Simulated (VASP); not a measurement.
# BaMnO3 (Pm-3m) in VASP: single point with LDA+U

Aim: the single point of BaMnO3 with LDA+U.

Program: VASP 6.6.1. These are calculated values, not measurements. Logs are shortened: lines on timing, memory, paths and dates and some standing lists are left out, and cuts for length are marked.

## Step 1: The cell of the first run

Symmetry: Pm-3m, No. 221, cubic system. Conventional cell: a = 3.845 Å, b = 3.845 Å, c = 3.845 Å, α = 90.00°, β = 90.00°, γ = 90.00°. Mn (site symmetry m-3m) has 6 O at 1.92 Å within 2.5 Å. Within 2.5 Å of O (site symmetry 4/mmm) lie 2 Mn at 1.92 Å. Ba (site symmetry m-3m) has 12 O at 2.72 Å and 8 Mn at 3.33 Å within 3.6 Å.

## Step 2: Single point, LDA+U, collinear spin, ferromagnetic start

File POSCAR:

```
BaMnO3
1.0
    3.8448673500      0.0000000000      0.0000000000
    0.0000000000      3.8448673500      0.0000000000
    0.0000000000      0.0000000000      3.8448673500
Mn O Ba
1 3 1
Direct
    0.0000000000      0.0000000000      0.0000000000
    0.5000000000      0.0000000000      0.0000000000
    0.0000000000      0.5000000000      0.0000000000
    0.0000000000      0.0000000000      0.5000000000
    0.5000000000      0.5000000000      0.5000000000
```

File INCAR.step1:

```
SYSTEM = BaMnO3
PREC     = Accurate       ! precision mode
ENCUT    = 520            ! plane-wave cutoff, eV
EDIFF    = 1E-6           ! SCF threshold, eV
ISMEAR   = -1             ! smearing method
SIGMA    = 0.1            ! smearing width, eV
LREAL    = .False.        ! projectors in reciprocal space
LASPH    = .True.         ! aspherical terms in the spheres
NELM     = 150            ! most SCF steps
ALGO     = Normal         ! electronic algorithm
ISIF     = 2              ! what is computed and relaxed
LWAVE    = .False.        ! write WAVECAR
LCHARG   = .True.         ! write CHGCAR
ISPIN    = 2              ! spin polarisation
MAGMOM   = 3 0 0 0 0      ! initial moments
LMAXMIX  = 4              ! l up to which the mixer works
LDAU     = .True.         ! DFT+U
LDAUTYPE = 2            
LDAUL    = 2 -1 -1        ! shell
LDAUU    = 4.04 0 0       ! U, eV
LDAUJ    = 0 0 0        
LDAUPRINT= 1            
NBANDS   = 32             ! bands
```

File KPOINTS.step1:

```
regular mesh
0
Gamma
  6 6 6
  0 0 0
```

File INCAR.step2:

```
SYSTEM = BaMnO3
PREC     = Accurate       ! precision mode
ENCUT    = 520            ! plane-wave cutoff, eV
EDIFF    = 1E-6           ! SCF threshold, eV
ISMEAR   = -5             ! smearing method
SIGMA    = 0.1            ! smearing width, eV
LREAL    = .False.        ! projectors in reciprocal space
LASPH    = .True.         ! aspherical terms in the spheres
NELM     = 150            ! most SCF steps
ALGO     = Normal         ! electronic algorithm
ISIF     = 2              ! what is computed and relaxed
LWAVE    = .False.        ! write WAVECAR
LCHARG   = .False.        ! write CHGCAR
ISPIN    = 2              ! spin polarisation
MAGMOM   = 3 0 0 0 0      ! initial moments
LORBIT   = 10             ! projections on sites
LMAXMIX  = 4              ! l up to which the mixer works
LDAU     = .True.         ! DFT+U
LDAUTYPE = 2            
LDAUL    = 2 -1 -1        ! shell
LDAUU    = 4.04 0 0       ! U, eV
LDAUJ    = 0 0 0        
LDAUPRINT= 1            
NBANDS   = 32             ! bands
NEDOS    = 2001           ! points of the DOS
ICHARG   = 11             ! starting density
```

File KPOINTS.step2:

```
regular mesh
0
Gamma
  9 9 9
  0 0 0
```

Potentials or basis: VASP PAW LDA potentials, release 64 (Mn_pv, O, Ba_sv).

Command:

```bash
$ cat potpaw_LDA.64/Mn_pv/POTCAR potpaw_LDA.64/O/POTCAR potpaw_LDA.64/Ba_sv/POTCAR > POTCAR
$ cp INCAR.step1 INCAR
$ cp KPOINTS.step1 KPOINTS
$ mpirun -np 1 vasp_std > vasp.out
$ cp INCAR.step2 INCAR
$ cp KPOINTS.step2 KPOINTS
$ mpirun -np 1 vasp_std > vasp.out
```

OUTCAR:

```text
SYSTEM = BaMnO3
   PREC = Accurate
   ENCUT = 520
   EDIFF = 1E-6
   ISMEAR = -5
   LREAL = .False.
   LASPH = .True.
   NELM = 150
   ISIF = 2
   ISPIN = 2
   LORBIT = 10
   ICHARG = 11

 ion  position               nearest neighbor table
   1  0.000  0.000  0.000-   2 1.92   3 1.92   4 1.92   4 1.92   3 1.92   2 1.92   5 3.33   5 3.33
                             5 3.33   5 3.33   5 3.33   5 3.33   5 3.33   5 3.33
   2  0.500  0.000  0.000-   1 1.92   1 1.92   5 2.72   5 2.72   5 2.72   5 2.72
   3  0.000  0.500  0.000-   1 1.92   1 1.92   5 2.72   5 2.72   5 2.72   5 2.72
   4  0.000  0.000  0.500-   1 1.92   1 1.92   5 2.72   5 2.72   5 2.72   5 2.72
   5  0.500  0.500  0.500-   2 2.72   3 2.72   4 2.72   2 2.72   3 2.72   2 2.72   4 2.72   2 2.72
                             3 2.72   4 2.72   3 2.72   4 2.72   1 3.33   1 3.33   1 3.33   1 3.33

  LATTYP: Found a simple cubic cell.
 ALAT       =     3.8448673500

  Lattice vectors:

 A1 = (   3.8448673500,   0.0000000000,   0.0000000000)
 A2 = (   0.0000000000,   3.8448673500,   0.0000000000)
 A3 = (   0.0000000000,   0.0000000000,   3.8448673500)

Analysis of symmetry for initial positions (statically):
=====================================================================
 Subroutine PRICEL returns:
 Original cell was already a primitive cell.

 Routine SETGRP: Setting up the symmetry group for a
 simple cubic supercell.

 Subroutine GETGRP returns: Found 48 space group operations
 (whereof 48 operations were pure point group operations)
 out of a pool of 48 trial point group operations.

The static configuration has the point symmetry O_h .

Analysis of symmetry for dynamics (positions and initial velocities):
=====================================================================
 Subroutine PRICEL returns:
 Original cell was already a primitive cell.

 Routine SETGRP: Setting up the symmetry group for a
 simple cubic supercell.

 Subroutine GETGRP returns: Found 48 space group operations
 (whereof 48 operations were pure point group operations)
 out of a pool of 48 trial point group operations.

The dynamic configuration has the point symmetry O_h .

Analysis of structural, dynamic, and magnetic symmetry:
=====================================================================
 Subroutine PRICEL returns:
 Original cell was already a primitive cell.

 Routine SETGRP: Setting up the symmetry group for a
 simple cubic supercell.

 Subroutine GETGRP returns: Found 48 space group operations
 (whereof 48 operations were pure point group operations)
 out of a pool of 48 trial point group operations.

The overall configuration has the point symmetry O_h .

 Subroutine INISYM returns: Found 48 space group operations
 (whereof 48 operations are pure point group operations),
 and found     1 'primitive' translations

----------------------------------------------------------------------------------------

                                     Primitive cell

  volume of cell :      56.8387

  direct lattice vectors                    reciprocal lattice vectors
     3.844867350  0.000000000  0.000000000     0.260086996  0.000000000  0.000000000
     0.000000000  3.844867350  0.000000000     0.000000000  0.260086996  0.000000000
     0.000000000  0.000000000  3.844867350     0.000000000  0.000000000  0.260086996

  length of vectors
     3.844867350  3.844867350  3.844867350     0.260086996  0.260086996  0.260086996

  position of ions in fractional coordinates (direct lattice)
     0.000000000  0.000000000  0.000000000
     0.500000000  0.000000000  0.000000000
     0.000000000  0.500000000  0.000000000
[... 95 lines left out ...]
   NELECT =      41.0000    total number of electrons
   NUPDOWN=      -1.0000    fix difference up-down
   EMIN   =  10.00;   EMAX   =-10.00  energy-range for DOS
   EFERMI =   0.00;   METHOD = LEGACY
   ISMEAR =    -5;   SIGMA  =   0.10  broadening in eV -4-tet -1-fermi 0-gaus
   EFERMI_NEDOS =   21; number of points for ismear=-14 and -15
   IALGO  =     38    algorithm
   IMIX   =      4    mixing-type and parameters
     AMIX     =   0.40;   BMIX     =  1.00
     AMIX_MAG =   1.60;   BMIX_MAG =  1.00
  volume/ion in A,a.u.               =      11.37        76.71
  Fermi-wavevector in a.u.,A,eV,Ry     =   1.468210  2.774514 29.329259  2.155640
  Thomas-Fermi vector in A             =   2.583735
   LORBIT       =     10    0 simple, 1 ext, 2 COOP (PROOUT), +10 PAW based schemes
 LDA+U is selected, type is set to LDAUTYPE =  2
   angular momentum for each species LDAUL =     2   -1   -1
   U (eV)           for each species LDAUU =   4.0  0.0  0.0
   J (eV)           for each species LDAUJ =   0.0  0.0  0.0
   GGA     = CA    functional components
   LHFCALC =     F    Hartree Fock is set to
   AEXX    =    0.0000 exact exchange contribution
   IVDW    =     0    specifies the selected vdW correction
   LEPSILON=     F    determine dielectric tensor
   LRPA    =     F    only Hartree local field effects (RPA)
 spin polarized calculation
 Fermi weights with tetrahedron method with Bloechl corrections
  energy-cutoff  :      520.00
  volume of cell :       56.84
 maximum number of plane-waves:      1551
 NGX is ok and might be reduce to    30

atom =   1  type =  1  l = 2

 onsite density matrix

spin component  1

  0.9593  0.0000 -0.0000 -0.0000  0.0000
  0.0000  0.9593 -0.0000  0.0000  0.0000
 -0.0000 -0.0000  0.5556  0.0000 -0.0000
 -0.0000  0.0000  0.0000  0.9593 -0.0000
  0.0000  0.0000 -0.0000 -0.0000  0.5556

spin component  2

  0.1214 -0.0000  0.0000 -0.0000 -0.0000
 -0.0000  0.1214 -0.0000 -0.0000 -0.0000
  0.0000 -0.0000  0.2797 -0.0000 -0.0000
 -0.0000 -0.0000 -0.0000  0.1214  0.0000
 -0.0000 -0.0000 -0.0000  0.0000  0.2797

 occupancies and eigenvectors

  o =  0.1214  v =  0.0000  0.0000  0.0000  0.0000  0.0000  0.0000  0.0011 -0.0000  1.0000 -0.0000      0.0000  0.0000  0.0000  0.0000  0.0000  0.0000  0.0000  0.0000  0.0000  0.0000
  o =  0.1214  v =  0.0000  0.0000  0.0000  0.0000  0.0000  0.0000  1.0000 -0.0000 -0.0011  0.0000      0.0000  0.0000  0.0000  0.0000  0.0000  0.0000  0.0000  0.0000  0.0000  0.0000
  o =  0.1214  v =  0.0000  0.0000  0.0000  0.0000  0.0000  1.0000  0.0000  0.0000  0.0000  0.0000      0.0000  0.0000  0.0000  0.0000  0.0000  0.0000  0.0000  0.0000  0.0000  0.0000
  o =  0.2797  v =  0.0000  0.0000  0.0000  0.0000  0.0000  0.0000  0.0000 -0.0000 -0.0000 -1.0000      0.0000  0.0000  0.0000  0.0000  0.0000  0.0000  0.0000  0.0000  0.0000  0.0000
  o =  0.2797  v =  0.0000  0.0000  0.0000  0.0000  0.0000  0.0000 -0.0000 -1.0000 -0.0000  0.0000      0.0000  0.0000  0.0000  0.0000  0.0000  0.0000  0.0000  0.0000  0.0000  0.0000
  o =  0.5556  v =  0.0000  0.0000 -1.0000 -0.0000 -0.0000  0.0000  0.0000  0.0000  0.0000  0.0000      0.0000  0.0000  0.0000  0.0000  0.0000  0.0000  0.0000  0.0000  0.0000  0.0000
  o =  0.5556  v =  0.0000 -0.0000  0.0000 -0.0000 -1.0000  0.0000  0.0000  0.0000  0.0000  0.0000      0.0000  0.0000  0.0000  0.0000  0.0000  0.0000  0.0000  0.0000  0.0000  0.0000
  o =  0.9593  v =  1.0000  0.0000  0.0000  0.0000  0.0000  0.0000  0.0000  0.0000  0.0000  0.0000      0.0000  0.0000  0.0000  0.0000  0.0000  0.0000  0.0000  0.0000  0.0000  0.0000
  o =  0.9593  v =  0.0000 -0.0268 -0.0000  0.9996 -0.0000  0.0000  0.0000  0.0000  0.0000  0.0000      0.0000  0.0000  0.0000  0.0000  0.0000  0.0000  0.0000  0.0000  0.0000  0.0000
  o =  0.9593  v =  0.0000 -0.9996  0.0000 -0.0268  0.0000  0.0000  0.0000  0.0000  0.0000  0.0000      0.0000  0.0000  0.0000  0.0000  0.0000  0.0000  0.0000  0.0000  0.0000  0.0000

 number of electron      41.0000020 magnetization       3.0998646

 Free energy of the ion-electron system (eV)
  ---------------------------------------------------
  ext. energy  EPLUGINS =         0.00000000
  ---------------------------------------------------
  free energy    TOTEN  =       -37.49150043 eV

  energy without entropy =      -37.49150043  energy(sigma->0) =      -37.49150043

 E-fermi :   3.8931     XC(G=0): -12.3621

 val. band max:        3.9254199738   @ k =   0.4444   0.4444   0.4444
 cond. band min:       3.8068965449   @ k =   0.4444   0.1111   0.0000
 fundamental gap:     -0.1185234290
 Fermi energy:         3.8931153068

 spin component 1

 k-point     1 :       0.0000    0.0000    0.0000
  band No.  band energies     occupation
      1     -45.7790      1.00000
      2     -45.7790      1.00000
      3     -45.7790      1.00000
      4     -20.3685      1.00000
      5     -13.3352      1.00000
      6     -12.3442      1.00000
[... 1673 lines left out ...]
     31      18.2384      0.00000
     32      19.0619      0.00000

 [... further k-points ...]

------------------------ aborting loop because EDIFF is reached ----------------------------------------

  FORCE on cell =-STRESS in cart. coord.  units (eV):
  Direction    XX          YY          ZZ          XY          YZ          ZX
  --------------------------------------------------------------------------------------
  -------------------------------------------------------------------------------------
  Total        0.1493668      0.1493668      0.1493668      0.0000000      0.0000000      0.0000000
  in kB        4.2103744      4.2103744      4.2103744      0.0000000      0.0000000      0.0000000
  external PRESSURE =       4.2103744 kB  Pullay stress =       0.0000000 kB

 VOLUME and BASIS-vectors are now :
 -----------------------------------------------------------------------------
  energy-cutoff  :      520.00
  volume of cell :       56.84
      direct lattice vectors                 reciprocal lattice vectors
     3.844867350  0.000000000  0.000000000     0.260086996  0.000000000  0.000000000
     0.000000000  3.844867350  0.000000000     0.000000000  0.260086996  0.000000000
     0.000000000  0.000000000  3.844867350     0.000000000  0.000000000  0.260086996

 POSITION                                       TOTAL-FORCE (eV/Angst)
 -----------------------------------------------------------------------------------
      0.00000      0.00000      0.00000         0.000000      0.000000      0.000000
      1.92243      0.00000      0.00000         0.000000      0.000000      0.000000
      0.00000      1.92243      0.00000         0.000000      0.000000      0.000000
      0.00000      0.00000      1.92243         0.000000      0.000000      0.000000
      1.92243      1.92243      1.92243         0.000000      0.000000      0.000000
 -----------------------------------------------------------------------------------
    total drift:                                0.000000     -0.000000      0.000000

  FREE ENERGIE OF THE ION-ELECTRON SYSTEM (eV)
  ---------------------------------------------------
  free  energy   TOTEN  =       -37.4915004284 eV

  energy  without entropy=      -37.4915004284  energy(sigma->0) =      -37.49150043

 total charge

# of ion       s       p       d       tot
------------------------------------------
    1        0.329   6.425   4.839  11.594
    2        1.552   3.461   0.000   5.013
    3        1.552   3.461   0.000   5.013
    4        1.552   3.461   0.000   5.013
    5        2.016   5.657   0.428   8.101
--------------------------------------------------
tot          7.002  22.465   5.268  34.734

 magnetization (x)

# of ion       s       p       d       tot
------------------------------------------
    1        0.005   0.006   3.021   3.032
    2       -0.001  -0.037   0.000  -0.038
    3       -0.001  -0.037   0.000  -0.038
    4       -0.001  -0.037   0.000  -0.038
    5        0.001  -0.004   0.012   0.010
--------------------------------------------------
tot          0.004  -0.110   3.034   2.928
```

It took 2.8 min on 1 thread of Intel Xeon Platinum 8259CL at 2.50GHz (Skylake/Cascade Lake), shared host; peak memory 0.22 GiB.

What came out:

| Property | Result |
| --- | --- |
| Net moment | 3.10 μB per cell |
| Site moments | Mn +3.03; O -0.04; Ba +0.01 μB |
| Valence electrons inside the program's atomic spheres | Mn 11.59; O 5.01; Ba 8.10 |

Eigenvalues of the final occupation matrices:
```csv
site,spin,trace,eigenvalues
site 1 d,1,3.99,0.56 0.56 0.96 0.96 0.96
site 1 d,2,0.92,0.12 0.12 0.12 0.28 0.28
```

Caveat: spin-orbit coupling is left out, which moves the levels of the heavy elements; a cell with one magnetic atom can't hold antiferromagnetic order, which such compounds often take. The state reached can hang on the start; a lower one may exist.
